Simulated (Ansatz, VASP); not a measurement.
# Au: VASP beside Ansatz

The input POSCAR:

```
Au
1.0
    0.1063302806      2.1000230418      2.1000230418
    2.1000230418      0.1063302806      2.1000230418
    2.1000230418      2.1000230418      0.1063302806
Au
1
Direct
    0.0000000000      0.0000000000      0.0000000000
```

File INCAR.step1:

```
SYSTEM = Au
PREC     = Accurate       ! precision mode
ENCUT    = 520            ! plane-wave cutoff, eV
ISMEAR   = 0              ! smearing method
SIGMA    = 0.15           ! smearing width, eV
LREAL    = .FALSE.        ! projectors in reciprocal space
LASPH    = .TRUE.         ! aspherical terms in the spheres
NELM     = 60             ! most SCF steps
NBANDS   = 12             ! bands
GGA      = PE             ! functional
ALGO     = Normal         ! electronic algorithm
EDIFF    = 1E-4           ! SCF threshold, eV
LWAVE    = .TRUE.         ! write WAVECAR
LCHARG   = .FALSE.        ! write CHGCAR
```

The input INCAR.step2:

```
SYSTEM = Au
PREC     = Accurate       ! precision mode
ENCUT    = 520            ! plane-wave cutoff, eV
EDIFF    = 1E-7           ! SCF threshold, eV
ISMEAR   = 0              ! smearing method
SIGMA    = 0.15           ! smearing width, eV
LREAL    = .FALSE.        ! projectors in reciprocal space
LASPH    = .TRUE.         ! aspherical terms in the spheres
NELM     = 60             ! most SCF steps
ALGO     = Normal         ! electronic algorithm
ISIF     = 2              ! what is computed and relaxed
LWAVE    = .FALSE.        ! write WAVECAR
LCHARG   = .FALSE.        ! write CHGCAR
METAGGA  = R2SCAN         ! meta-GGA
LMIXTAU  = .TRUE.       
NBANDS   = 12             ! bands
ISTART   = 1
```

File KPOINTS:

```
regular mesh
0
G
  22 22 22
  0 0 0
```

Input for Ansatz:

```yaml
crystal:
  lattice:
    - [0.1063302806, 2.1000230418, 2.1000230418]
    - [2.1000230418, 0.1063302806, 2.1000230418]
    - [2.1000230418, 2.1000230418, 0.1063302806]
  atoms:
    - { symbol: Au, position: [0.0, 0.0, 0.0] }
basis:
  ecutwfc: 500
kpoints:
  mp_grid: { grid: [22, 22, 22] }
hamiltonian:
  xc: r2scan
scf:
  occupations: { method: gaussian, width: 0.15 }
output:
  forces: true
  stress: true
  eigenvalues: true
```

Alike in both runs: task single point; functional r2SCAN; k mesh 22 × 22 × 22; occupations gaussian, width 0.15 eV; no spin polarisation.

|  | VASP | Ansatz |
| --- | --- | --- |
| version | VASP 6.6.1 | Ansatz 0.2.0 |
| potentials or method | VASP PAW PBE potentials, release 64 (Au), cutoff 520 eV | scalar-relativistic, plane waves, PAW |
| valence electrons in the cell | 11 | 19 |

Ansatz gave:

| Quantity | Value |
| --- | --- |
| gap on the k mesh at the Fermi level (eV) | none |
| pressure (GPa) | 5.1 |
| traceless stress, the component that is largest in VASP (GPa) | -1.88 |

What did VASP give for the same quantities?

gap on the k mesh at the Fermi level (eV): none; pressure (GPa): 5.5; traceless stress, the component that is largest in VASP (GPa): -1.93.

VASP's potentials were made for PBE, not for r2SCAN. A gap of «none» marks a metal or a gap that the smearing closes. VASP's potentials hold 11 valence electrons a cell and Ansatz's 19, so a difference there can come from the potentials and not from the codes.

Spin-orbit coupling is off throughout.
